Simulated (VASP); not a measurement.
# TaSi15C16 (a cell with a defect) (Moissanite) in VASP: settings compared

TaSi15C16 (a cell with a defect) (Moissanite) is run at these levels: PBE, r2SCAN; tasks: electric field gradients.

Program: VASP 6.6.1. These are calculated values, not measurements. Logs are shortened: lines on timing, memory, paths and dates and some standing lists are left out, and cuts for length are marked.

**1. The cell of the first run**

The cell holds a defect, 32 atoms: a = 6.152 Å, b = 6.152 Å, c = 10.096 Å, α = 90.00°, β = 90.00°, γ = 120.00°.

**2. Electric field gradients, PBE**

Input file INCAR:

```
SYSTEM = TaSi15C16
PREC = Accurate
ENCUT = 520
EDIFF = 1E-8
ISMEAR = -1
SIGMA = 0.01
LREAL = Auto
LASPH = .True.
NELM = 100
ALGO = Normal
ISIF = 2
LWAVE = .False.
LCHARG = .False.
GGA = PE
LEFG = .True.
NELECT = 134.0
NBANDS = 90
```

Input file KPOINTS:

```
Automatic mesh
0
Gamma
  4 4 2
  0 0 0
```

Input file POSCAR:

```
TaSi15C16
1.0
    6.1520000000      0.0000000000      0.0000000000
   -3.0760000000      5.3277882840      0.0000000000
    0.0000000000      0.0000000000     10.0960000000
Ta Si C
1 15 16
Direct
    0.1666666666      0.3333333334      0.0000000000
    0.1666666666      0.3333333334      0.5000000000
    0.1666666666      0.8333333334      0.0000000000
    0.1666666666      0.8333333334      0.5000000000
    0.6666666666      0.3333333334      0.0000000000
    0.6666666666      0.3333333334      0.5000000000
    0.6666666666      0.8333333334      0.0000000000
    0.6666666666      0.8333333334      0.5000000000
    0.3333333334      0.1666666666      0.2500000000
    0.3333333334      0.1666666666      0.7500000000
    0.3333333334      0.6666666666      0.2500000000
    0.3333333334      0.6666666666      0.7500000000
    0.8333333334      0.1666666666      0.2500000000
    0.8333333334      0.1666666666      0.7500000000
    0.8333333334      0.6666666666      0.2500000000
    0.8333333334      0.6666666666      0.7500000000
    0.1666666666      0.3333333334      0.1925000000
    0.1666666666      0.3333333334      0.6925000000
    0.1666666666      0.8333333334      0.1925000000
    0.1666666666      0.8333333334      0.6925000000
    0.6666666666      0.3333333334      0.1925000000
    0.6666666666      0.3333333334      0.6925000000
    0.6666666666      0.8333333334      0.1925000000
    0.6666666666      0.8333333334      0.6925000000
    0.3333333334      0.1666666666      0.4425000000
    0.3333333334      0.1666666666      0.9425000000
    0.3333333334      0.6666666666      0.4425000000
    0.3333333334      0.6666666666      0.9425000000
    0.8333333334      0.1666666666      0.4425000000
    0.8333333334      0.1666666666      0.9425000000
    0.8333333334      0.6666666666      0.4425000000
    0.8333333334      0.6666666666      0.9425000000
```

Potentials or basis: VASP PAW PBE potentials, release 64 (Ta_pv, Si, C).

Run with:

```console
> cat potpaw_PBE.64/Ta_pv/POTCAR potpaw_PBE.64/Si/POTCAR potpaw_PBE.64/C/POTCAR > POTCAR
> mpirun -np 1 vasp_std > vasp.out
```

OUTCAR:

```text
SYSTEM = TaSi15C16
   PREC = Accurate
   ENCUT = 520
   EDIFF = 1E-8
   ISMEAR = -1
   LREAL = Auto
   LASPH = .True.
   NELM = 100
   ISIF = 2
   GGA = PE
   NELECT = 134.0

 ion  position               nearest neighbor table
   1  0.167  0.333  0.000-  28 1.87  30 1.87  26 1.87  17 1.94   3 3.08   7 3.08   3 3.08   7 3.08
                             5 3.08   5 3.08  12 3.09  11 3.09  14 3.09  13 3.09  10 3.09   9 3.09
   2  0.167  0.333  0.500-  27 1.87  29 1.87  25 1.87  18 1.94   4 3.08   8 3.08   4 3.08   8 3.08
                             6 3.08   6 3.08  12 3.09  11 3.09  14 3.09  13 3.09  10 3.09   9 3.09
   3  0.167  0.833  0.000-  26 1.87  32 1.87  28 1.87  19 1.94   1 3.08   5 3.08   1 3.08   5 3.08
                             7 3.08   7 3.08  10 3.09   9 3.09  16 3.09  15 3.09  12 3.09  11 3.09
   4  0.167  0.833  0.500-  25 1.87  31 1.87  27 1.87  20 1.94   2 3.08   6 3.08   2 3.08   6 3.08
                             8 3.08   8 3.08  10 3.09   9 3.09  16 3.09  15 3.09  12 3.09  11 3.09
   5  0.667  0.333  0.000-  32 1.87  26 1.87  30 1.87  21 1.94   3 3.08   7 3.08   7 3.08   3 3.08
                             1 3.08   1 3.08  16 3.09  15 3.09  10 3.09   9 3.09  14 3.09  13 3.09
   6  0.667  0.333  0.500-  31 1.87  25 1.87  29 1.87  22 1.94   4 3.08   8 3.08   8 3.08   4 3.08
                             2 3.08   2 3.08  16 3.09  15 3.09  10 3.09   9 3.09  14 3.09  13 3.09
   7  0.667  0.833  0.000-  30 1.87  28 1.87  32 1.87  23 1.94   1 3.08   5 3.08   5 3.08   1 3.08
                             3 3.08   3 3.08  14 3.09  13 3.09  12 3.09  11 3.09  16 3.09  15 3.09
   8  0.667  0.833  0.500-  29 1.87  27 1.87  31 1.87  24 1.94   2 3.08   6 3.08   6 3.08   2 3.08
                             4 3.08   4 3.08  14 3.09  13 3.09  12 3.09  11 3.09  16 3.09  15 3.09
   9  0.333  0.167  0.250-  19 1.87  21 1.87  17 1.87  25 1.94  11 3.08  15 3.08  11 3.08  15 3.08
[... 17 lines left out ...]
  19  0.167  0.833  0.193-   9 1.87  15 1.87  11 1.87   3 1.94
  20  0.167  0.833  0.693-  10 1.87  16 1.87  12 1.87   4 1.94
  21  0.667  0.333  0.193-  15 1.87   9 1.87  13 1.87   5 1.94
  22  0.667  0.333  0.693-  16 1.87  10 1.87  14 1.87   6 1.94
[... 8 lines left out ...]
  31  0.833  0.667  0.443-   6 1.87   4 1.87   8 1.87  15 1.94
  32  0.833  0.667  0.943-   5 1.87   3 1.87   7 1.87  16 1.94

  LATTYP: Found a hexagonal cell.
 ALAT       =     6.1520000000
 C/A-ratio  =     1.6410923277

  Lattice vectors:

 A1 = (   6.1520000000,   0.0000000000,   0.0000000000)
 A2 = (  -3.0760000000,   5.3277882840,   0.0000000000)
 A3 = (   0.0000000000,   0.0000000000,  10.0960000000)

Analysis of symmetry for initial positions (statically):
=====================================================================
 Subroutine PRICEL returns:
 Original cell was already a primitive cell.

 Routine SETGRP: Setting up the symmetry group for a
 hexagonal supercell.

 Subroutine GETGRP returns: Found  6 space group operations
 (whereof  2 operations were pure point group operations)
 out of a pool of 24 trial point group operations.

The static configuration has the point symmetry C_1h.
 The point group associated with its full space group is C_3v.

Analysis of symmetry for dynamics (positions and initial velocities):
=====================================================================
 Subroutine PRICEL returns:
 Original cell was already a primitive cell.

 Routine SETGRP: Setting up the symmetry group for a
 hexagonal supercell.

 Subroutine GETGRP returns: Found  6 space group operations
 (whereof  2 operations were pure point group operations)
 out of a pool of 24 trial point group operations.

The dynamic configuration has the point symmetry C_1h.
 The point group associated with its full space group is C_3v.

 Subroutine INISYM returns: Found  6 space group operations
 (whereof  2 operations are pure point group operations),
 and found     1 'primitive' translations

----------------------------------------------------------------------------------------

                                     Primitive cell

  volume of cell :     330.9121

  direct lattice vectors                    reciprocal lattice vectors
     6.152000000  0.000000000  0.000000000     0.162548765  0.093847573  0.000000000
    -3.076000000  5.327788284  0.000000000     0.000000000  0.187695146  0.000000000
     0.000000000  0.000000000 10.096000000     0.000000000  0.000000000  0.099049128

  length of vectors
     6.152000000  6.152000000 10.096000000     0.187695146  0.187695146  0.099049128

  position of ions in fractional coordinates (direct lattice)
     0.166666667  0.333333333  0.000000000
     0.166666667  0.333333333  0.500000000
     0.166666667  0.833333333  0.000000000
     0.166666667  0.833333333  0.500000000
     0.666666667  0.333333333  0.000000000
     0.666666667  0.333333333  0.500000000
[... 24 lines left out ...]
     0.833333333  0.666666667  0.442500000
     0.833333333  0.666666667  0.942500000
[... 96 lines left out ...]
   ISIF   =      2    stress and relaxation
   ISYM   =      2    0-nonsym 1-usesym 2-fastsym
   POTIM  = 0.5000    time-step for ionic-motion
   TEBEG  =    0.0;   TEEND  =   0.0 temperature during run
   PSTRESS=    0.0 pullay stress
   NELECT =     134.0000    total number of electrons
   NUPDOWN=      -1.0000    fix difference up-down
   EMIN   =  10.00;   EMAX   =-10.00  energy-range for DOS
   EFERMI =   0.00;   METHOD = LEGACY
   ISMEAR =    -1;   SIGMA  =   0.01  broadening in eV -4-tet -1-fermi 0-gaus
   EFERMI_NEDOS =   21; number of points for ismear=-14 and -15
   IALGO  =     38    algorithm
   IMIX   =      4    mixing-type and parameters
     AMIX     =   0.40;   BMIX     =  1.00
     AMIX_MAG =   1.60;   BMIX_MAG =  1.00
  volume/ion in A,a.u.               =      10.34        69.78
  Fermi-wavevector in a.u.,A,eV,Ry     =   1.211171  2.288782 19.958873  1.466936
  Thomas-Fermi vector in A             =   2.346695
   LORBIT       =      0    0 simple, 1 ext, 2 COOP (PROOUT), +10 PAW based schemes
   GGA     = PE    functional components
   LHFCALC =     F    Hartree Fock is set to
   AEXX    =    0.0000 exact exchange contribution
   IVDW    =     0    specifies the selected vdW correction
   LEPSILON=     F    determine dielectric tensor
   LRPA    =     F    only Hartree local field effects (RPA)
 non-spin polarized calculation
  energy-cutoff  :      520.00
  volume of cell :      330.91
 maximum number of plane-waves:      8977
 NGX is ok and might be reduce to    48
   NGX = 23   NGY = 23   NGZ = 37

 number of electron     134.0000003 magnetization

 Free energy of the ion-electron system (eV)
  ---------------------------------------------------
  ext. energy  EPLUGINS =         0.00000000
  ---------------------------------------------------
  free energy    TOTEN  =      -252.29484227 eV

  energy without entropy =     -252.29484227  energy(sigma->0) =     -252.29484227

 E-fermi :   8.3146     XC(G=0): -11.4322

 val. band max:        8.0811992851   @ k =   0.0000   0.0000   0.0000
 cond. band min:      10.0584109737   @ k =   0.2500   0.2500   0.0000
 fundamental gap:      1.9772116886
 Fermi energy:         8.3145695540

 k-point     1 :       0.0000    0.0000    0.0000
  band No.  band energies     occupation
      1     -25.5951      2.00000
      2     -25.5951      2.00000
      3     -25.5157      2.00000
      4      -7.2712      2.00000
      5      -6.1062      2.00000
      6      -6.0292      2.00000
[... 645 lines left out ...]
     78      13.5388      0.00000
     79      13.5571      0.00000
 [bands above 79 left out]

------------------------ aborting loop because EDIFF is reached ----------------------------------------

  FORCE on cell =-STRESS in cart. coord.  units (eV):
  Direction    XX          YY          ZZ          XY          YZ          ZX
  --------------------------------------------------------------------------------------
  -------------------------------------------------------------------------------------
  Total       18.0793213     18.0793213     -0.4387129      0.0000000      0.0000000     -0.0000000
  in kB       87.5346658     87.5346658     -2.1241164      0.0000000      0.0000000     -0.0000000
  external PRESSURE =      57.6484051 kB  Pullay stress =       0.0000000 kB

 VOLUME and BASIS-vectors are now :
 -----------------------------------------------------------------------------
  energy-cutoff  :      520.00
  volume of cell :      330.91
      direct lattice vectors                 reciprocal lattice vectors
     6.152000000  0.000000000  0.000000000     0.162548765  0.093847573  0.000000000
    -3.076000000  5.327788284  0.000000000     0.000000000  0.187695146  0.000000000
     0.000000000  0.000000000 10.096000000     0.000000000  0.000000000  0.099049128

 POSITION                                       TOTAL-FORCE (eV/Angst)
 -----------------------------------------------------------------------------------
     -0.00000      1.77593      0.00000         0.000000     -0.000000      1.787719
     -0.00000      1.77593      5.04800         0.000000     -0.000000      0.519561
     -1.53800      4.43982      0.00000        -0.251149     -0.145001      1.093054
     -1.53800      4.43982      5.04800        -0.030360     -0.017528      0.565645
      3.07600      1.77593      0.00000         0.000000      0.290002      1.093054
      3.07600      1.77593      5.04800         0.000000      0.035056      0.565645
[... 24 lines left out ...]
      3.07600      3.55186      4.46748         0.000000     -0.000000     -0.694991
      3.07600      3.55186      9.51548         0.000000     -0.000000     -0.845007
 -----------------------------------------------------------------------------------
    total drift:                                0.000000      0.000000     -0.262005

  FREE ENERGIE OF THE ION-ELECTRON SYSTEM (eV)
  ---------------------------------------------------
  free  energy   TOTEN  =      -252.2948422715 eV

  energy  without entropy=     -252.2948422715  energy(sigma->0) =     -252.29484227

 Electric field gradients (V/A^2)
---------------------------------------------------------------------
 ion       V_xx      V_yy      V_zz      V_xy      V_xz      V_yz
---------------------------------------------------------------------
   1     -34.531   -34.532    69.064    -0.001     0.000    -0.000
   2     -11.043   -11.043    22.085    -0.000     0.000    -0.000
   3      -8.242     1.120     7.122    -8.108    -3.140    -1.813
   4     -10.470   -10.214    20.684    -0.222    -0.094    -0.054
   5       5.801   -12.923     7.122    -0.000     0.000     3.626
   6     -10.086   -10.599    20.684    -0.000     0.000     0.108
[... 24 lines left out ...]
  31      -2.550    -2.550     5.100    -0.000     0.000    -0.000
  32       0.344     0.344    -0.688    -0.000     0.000    -0.000
---------------------------------------------------------------------

 Electric field gradients after diagonalization (V/A^2)
 (convention: |V_zz| > |V_xx| > |V_yy|)
----------------------------------------------------------------------
 ion       V_xx      V_yy      V_zz     asymmetry (V_yy - V_xx)/ V_zz
----------------------------------------------------------------------
   1     -34.533   -34.531    69.064       0.000
   2     -11.043   -11.043    22.085       0.000
   3       7.758     5.801   -13.559       0.144
   4     -10.599   -10.086    20.685       0.025
   5       7.758     5.801   -13.559       0.144
   6     -10.599   -10.086    20.685       0.025
[... 24 lines left out ...]
  31      -2.550    -2.550     5.100       0.000
  32       0.344     0.344    -0.688       0.001
----------------------------------------------------------------------

           NMR quadrupolar parameters

 Cq : quadrupolar parameter    Cq=e*Q*V_zz/h
 eta: asymmetry parameters     (V_yy - V_xx)/ V_zz
 Q  : nuclear electric quadrupole moment in mb (millibarn)
----------------------------------------------------------------------
 ion       Cq(MHz)       eta       Q (mb)
----------------------------------------------------------------------
   1       0.167       0.000       1.000
   2       0.053       0.000       1.000
   3      -0.033       0.144       1.000
   4       0.050       0.025       1.000
   5      -0.033       0.144       1.000
   6       0.050       0.025       1.000
[... 24 lines left out ...]
  31       0.012       0.000       1.000
  32      -0.002       0.001       1.000
----------------------------------------------------------------------
```

Run time: 9.2 min. Hardware: 1 thread of Intel Xeon Platinum 8375C at 2.90GHz (Ice Lake), shared host; peak memory 0.51 GiB.

What came out:

- Free energy: -252.2948 eV
- Largest force: 5.619 eV/Å

Forces on the atoms (eV/Å):
```
Ta   0.000  0.000  1.788
Si   0.000  0.000  0.520
Si  -0.251 -0.145  1.093
Si  -0.030 -0.018  0.566
Si   0.000  0.290  1.093
Si   0.000  0.035  0.566
Si   0.251 -0.145  1.093
Si   0.030 -0.018  0.566
Si   0.516 -0.298  1.248
Si   0.198 -0.114 -0.078
Si   0.000  0.596  1.248
Si   0.000  0.229 -0.078
Si  -0.516 -0.298  1.248
Si  -0.198 -0.114 -0.078
Si   0.000  0.000  1.005
Si   0.000  0.000  0.459
C    0.000  0.000  2.413
C    0.000  0.000 -0.226
C    0.048  0.028 -1.007
C    0.032  0.018 -0.319
C    0.000 -0.055 -1.007
C    0.000 -0.036 -0.319
C   -0.048  0.028 -1.007
C   -0.032  0.018 -0.319
C   -0.064  0.037 -0.753
C    4.469 -2.580 -2.223
C    0.000 -0.073 -0.753
C    0.000  5.160 -2.223
C    0.064  0.037 -0.753
C   -4.469 -2.580 -2.223
C    0.000  0.000 -0.695
C    0.000  0.000 -0.845
```

Electric field gradients, principal values (V/Å²):
| atom | least | middle | greatest (by size) |
| --- | --- | --- | --- |
| 1 Ta | -34.531 | -34.533 | 69.064 |
| 2 Si | -11.043 | -11.043 | 22.085 |
| 3 Si | 5.801 | 7.758 | -13.559 |
| 4 Si | -10.086 | -10.599 | 20.685 |
| 5 Si | 5.801 | 7.758 | -13.559 |
| 6 Si | -10.086 | -10.599 | 20.685 |
| 7 Si | 5.801 | 7.757 | -13.559 |
| 8 Si | -10.086 | -10.599 | 20.685 |
| 9 Si | -0.293 | -12.674 | 12.967 |
| 10 Si | -16.487 | -18.047 | 34.534 |
| 11 Si | -0.293 | -12.674 | 12.967 |
| 12 Si | -16.487 | -18.047 | 34.534 |
| 13 Si | -0.293 | -12.674 | 12.967 |
| 14 Si | -16.487 | -18.047 | 34.534 |
| 15 Si | -7.131 | -7.131 | 14.262 |
| 16 Si | -10.539 | -10.539 | 21.078 |
| 17 C | 9.154 | 9.154 | -18.308 |
| 18 C | -1.582 | -1.582 | 3.164 |
| 19 C | -1.261 | -3.678 | 4.940 |
| 20 C | -0.743 | -2.801 | 3.544 |
| 21 C | -1.261 | -3.678 | 4.940 |
| 22 C | -0.743 | -2.801 | 3.544 |
| 23 C | -1.261 | -3.678 | 4.939 |
| 24 C | -0.743 | -2.801 | 3.544 |
| 25 C | -2.438 | -3.051 | 5.489 |
| 26 C | 8.592 | 9.733 | -18.325 |
| 27 C | -2.438 | -3.051 | 5.489 |
| 28 C | 8.593 | 9.733 | -18.325 |
| 29 C | -2.438 | -3.051 | 5.489 |
| 30 C | 8.593 | 9.733 | -18.325 |
| 31 C | -2.550 | -2.550 | 5.100 |
| 32 C | 0.344 | 0.344 | -0.688 |

Caveat: the cell carries a net charge on a neutralising background, which shifts energy and pressure; the cell is charged against a uniform background, so pressure and absolute levels hang on convention; without QUAD_EFG the Cq values of the log hold for a quadrupole moment of 1 mb, not for the nuclei; spin-orbit coupling is left out, which moves the levels of the heavy elements.

(Continued in part 2 of 2.)
